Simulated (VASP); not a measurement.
# CoPdO2 (R-3m) in VASP: further runs, part 2 of 2

VASP 6.6.1. The steps go on from the part before.

**4. Single point, PBE+U (biaxial strain in the a-b plane: +6.0 %, then relaxed in part)**

INCAR

```
SYSTEM = CoPdO2
PREC = Accurate ; ENCUT = 520
EDIFF = 1E-6 ; ISMEAR = 0
SIGMA = 0.1 ; LREAL = .FALSE.
LASPH = .TRUE. ; NELM = 150
ALGO = Normal ; ISIF = 2
LWAVE = .FALSE. ; LCHARG = .FALSE.
LMAXMIX = 4 ; LDAU = .TRUE.
LDAUTYPE = 2 ; LDAUL = 2 -1 -1
LDAUU = 3.32 0 0 ; LDAUJ = 0 0 0
LDAUPRINT = 1 ; GGA = PE
NBANDS = 58
```

KPOINTS

```
Automatic mesh
0
G
  12 12 2
  0 0 0
```

POSCAR

```
CoPdO2
1.0
    3.0381407993      0.0000000000      0.0000000000
   -1.5190703996      2.6311071124      0.0000000000
    0.0000000000      0.0000000000     17.3817878607
Co Pd O
3 3 6
Direct
    0.6666666667      0.3333333333      0.8333333333
    0.3333333333      0.6666666667      0.1666666667
    0.0000000000      0.0000000000      0.5000000000
    0.0000000000      0.0000000000      0.0000000000
    0.6666666667      0.3333333333      0.3333333333
    0.3333333333      0.6666666667      0.6666666667
    0.3333333333      0.6666666667      0.7813475779
    0.0000000000      0.0000000000      0.8853190887
    0.0000000000      0.0000000000      0.1146809113
    0.6666666667      0.3333333333      0.2186524221
    0.6666666667      0.3333333333      0.4480142446
    0.3333333333      0.6666666667      0.5519857554
```

Started as:

```sh
> cat potpaw_PBE.64/Co/POTCAR potpaw_PBE.64/Pd/POTCAR potpaw_PBE.64/O/POTCAR > POTCAR
> mpirun -np 1 vasp_std > vasp.out
```

It took 15 min on 1 thread of Intel Xeon 8259CL, shared host; peak memory 0.43 GiB.

It converged, with:

```yaml
Free_energy: -69.6017 eV
Pressure: -11.6 GPa
Largest_force: 0.035 eV/Å
Band_gap_on_the_k_mesh: zero (an odd number of electrons rules out a gap without spin polarisation)
```

Forces on the atoms (eV/Å):
```
Co   0.000  0.000  0.000
Co   0.000  0.000  0.000
Co   0.000  0.000  0.000
Pd   0.000  0.000  0.000
Pd   0.000  0.000  0.000
Pd   0.000  0.000  0.000
O    0.000  0.000  0.035
O    0.000  0.000 -0.035
O    0.000  0.000  0.035
O    0.000  0.000 -0.035
O    0.000  0.000  0.035
O    0.000  0.000 -0.035
```

Stress tensor (GPa, compression positive):
```
-17.21   0.00   0.00
  0.00 -17.21   0.00
  0.00   0.00  -0.27
```

Levels at points of the mesh, in eV from the Fermi level:
```csv
k point,band 45,band 46,band 47,band 48,band 49,band 50
"(0.00, 0.00, 0.00)",-0.83,-0.83,-0.83,-0.83,1.87,1.87
"(0.50, 0.00, 0.00)",-0.63,0.20,0.54,0.54,1.28,1.28
"(0.00, 0.00, 0.50)",-1.23,-1.23,-0.65,-0.65,1.79,1.79
"(0.50, 0.00, 0.50)",-0.63,0.29,0.29,0.77,1.05,1.53
```

Eigenvalues of the final occupation matrices:
```csv
site,spin,trace,eigenvalues
site 1 d,1,3.63,0.37 0.37 0.96 0.96 0.96
site 1 d,2,3.63,0.37 0.37 0.96 0.96 0.96
site 2 d,1,3.63,0.37 0.37 0.96 0.96 0.96
site 2 d,2,3.63,0.37 0.37 0.96 0.96 0.96
site 3 d,1,3.63,0.37 0.37 0.96 0.96 0.96
site 3 d,2,3.63,0.37 0.37 0.96 0.96 0.96
```

Caveat: the cell differs from its parent crystal (biaxial strain in the a-b plane: +6.0 %, then relaxed in part); the stress differs along the axes, from -17 to -0 GPa; an odd number of electrons without spin polarisation forces a metal; a magnetic or distorted state may lie lower; the run has no spin polarisation, though such a crystal can be magnetic; U without spin polarisation on a metal has little footing. Spin polarisation is off, so any magnetic state and its effect on volume and gap are missing.

**5. Single point, PBE+U (biaxial strain in the a-b plane: +6.0 %)**

INCAR

```
PREC     = Accurate       # precision mode
ENCUT    = 520            # plane-wave cutoff, eV
EDIFF    = 1E-6           # SCF threshold, eV
ISMEAR   = 0              # smearing method
SIGMA    = 0.1            # smearing width, eV
LREAL    = False          # projectors in reciprocal space
LASPH    = True           # aspherical terms in the spheres
NELM     = 150            # most SCF steps
ALGO     = Normal         # electronic algorithm
ISIF     = 2              # what is computed and relaxed
LWAVE    = False          # write WAVECAR
LCHARG   = False          # write CHGCAR
LMAXMIX  = 4              # l up to which the mixer works
LDAU     = True           # DFT+U
LDAUTYPE = 2            
LDAUL    = 2 -1 -1        # shell
LDAUU    = 3.32 0 0       # U, eV
LDAUJ    = 0 0 0        
LDAUPRINT= 1            
GGA      = PE             # functional
NBANDS   = 58             # bands
```

KPOINTS

```
regular mesh
0
Gamma
  12 12 2
```

POSCAR

```
CoPdO2
1.0
    3.0381407993      0.0000000000      0.0000000000
   -1.5190703996      2.6311071124      0.0000000000
    0.0000000000      0.0000000000     17.1912630893
Co Pd O
3 3 6
Direct
    0.6666666667      0.3333333333      0.8333333333
    0.3333333333      0.6666666667      0.1666666667
    0.0000000000      0.0000000000      0.5000000000
    0.0000000000      0.0000000000      0.0000000000
    0.6666666667      0.3333333333      0.3333333333
    0.3333333333      0.6666666667      0.6666666667
    0.3333333333      0.6666666667      0.7805869106
    0.0000000000      0.0000000000      0.8860797560
    0.0000000000      0.0000000000      0.1139202440
    0.6666666667      0.3333333333      0.2194130894
    0.6666666667      0.3333333333      0.4472535773
    0.3333333333      0.6666666667      0.5527464227
```

Started as:

```sh
> cat potpaw_PBE.64/Co/POTCAR potpaw_PBE.64/Pd/POTCAR potpaw_PBE.64/O/POTCAR > POTCAR
> mpirun -np 1 vasp_std > vasp.out
```

Run time: 5.5 min. Hardware: 1 thread of Intel Xeon Platinum 8124M at 3.00GHz (Skylake/Cascade Lake), shared host; peak memory 0.41 GiB.

It converged, with:

```yaml
Free_energy: -69.5487 eV
Pressure: -9.1 GPa
Largest_force: 0.530 eV/Å
Band_gap_on_the_k_mesh: zero (an odd number of electrons rules out a gap without spin polarisation)
```

Forces on the atoms (eV/Å):
```
Co   0.000  0.000  0.000
Co   0.000  0.000  0.000
Co   0.000  0.000  0.000
Pd   0.000  0.000  0.000
Pd   0.000  0.000  0.000
Pd   0.000  0.000  0.000
O    0.000  0.000  0.530
O    0.000  0.000 -0.530
O    0.000  0.000  0.530
O    0.000  0.000 -0.530
O    0.000  0.000  0.530
O    0.000  0.000 -0.530
```

Stress tensor (GPa, compression positive):
```
-17.03   0.00   0.00
  0.00 -17.03   0.00
  0.00   0.00   6.74
```

Levels at points of the mesh, in eV from the Fermi level:
```csv
k point,band 42,band 43,band 44,band 45,band 46,band 47,band 48,band 49,band 50,band 51
"(0.00, 0.00, 0.00)",-1.59,-1.55,-1.55,-0.83,-0.83,-0.83,-0.83,1.82,1.82,1.82
"(0.50, 0.00, 0.00)",-1.33,-0.71,-0.71,-0.71,0.23,0.57,0.57,1.29,1.29,1.64
"(0.00, 0.00, 0.50)",-1.57,-1.27,-1.27,-1.27,-1.27,-0.63,-0.63,1.72,1.72,1.98
"(0.50, 0.00, 0.50)",-1.21,-0.71,-0.71,-0.71,0.32,0.32,0.85,1.02,1.55,1.55
```

Eigenvalues of the final occupation matrices:
```
    site  spin  trace               eigenvalues
site 1 d     1   3.63  0.38 0.38 0.96 0.96 0.96
site 1 d     2   3.63  0.38 0.38 0.96 0.96 0.96
site 2 d     1   3.63  0.38 0.38 0.96 0.96 0.96
site 2 d     2   3.63  0.38 0.38 0.96 0.96 0.96
site 3 d     1   3.63  0.38 0.38 0.96 0.96 0.96
site 3 d     2   3.63  0.38 0.38 0.96 0.96 0.96
```

Caveat: the cell differs from its parent crystal (biaxial strain in the a-b plane: +6.0 %); the stress differs along the axes, from -17 to 7 GPa; an odd number of electrons without spin polarisation forces a metal; a magnetic or distorted state may lie lower; the run has no spin polarisation, though such a crystal can be magnetic; U without spin polarisation on a metal has little footing. Spin polarisation is off, so any magnetic state and its effect on volume and gap are missing.

**6. Summary**

| cell | gap on the mesh (eV) | pressure (GPa) | largest force (eV/Å) |
| --- | --- | --- | --- |
| a = 2.809, b = 2.809, c = 17.477 Å, angles 90.0, 90.0, 120.0°, 12 atoms, atomic positions A | none | 13.1 | 0.11 |
| a = 2.752, b = 2.752, c = 17.120 Å, angles 90.0, 90.0, 120.0°, 12 atoms, atomic positions B | none | 32.2 | 0.15 |
| a = 3.038, b = 3.038, c = 17.382 Å, angles 90.0, 90.0, 120.0°, 12 atoms, atomic positions C | none | -11.6 | 0.03 |
| a = 3.038, b = 3.038, c = 17.191 Å, angles 90.0, 90.0, 120.0°, 12 atoms, atomic positions D | none | -9.1 | 0.53 |

Alike in all rows: task single point; level PBE+U; potentials or basis VASP PAW PBE potentials, release 64 (Co, Pd, O); no spin polarisation; Co d U = 3.32 eV; k mesh 12 × 12 × 2; cutoff (eV) 520; smearing gaussian 0.1 eV.

Caveats: an odd number of electrons without spin polarisation forces a metal; a magnetic or distorted state may lie lower; the run has no spin polarisation, though such a crystal can be magnetic; U without spin polarisation on a metal has little footing; the stress differs along the axes, from 11 to 18 GPa (at least some runs); the stress differs along the axes, from 27 to 43 GPa (at least some runs); the stress differs along the axes, from -17 to -0 GPa (at least some runs).

Total energies depend on the potentials used, so only differences within one code and one set of settings carry meaning.
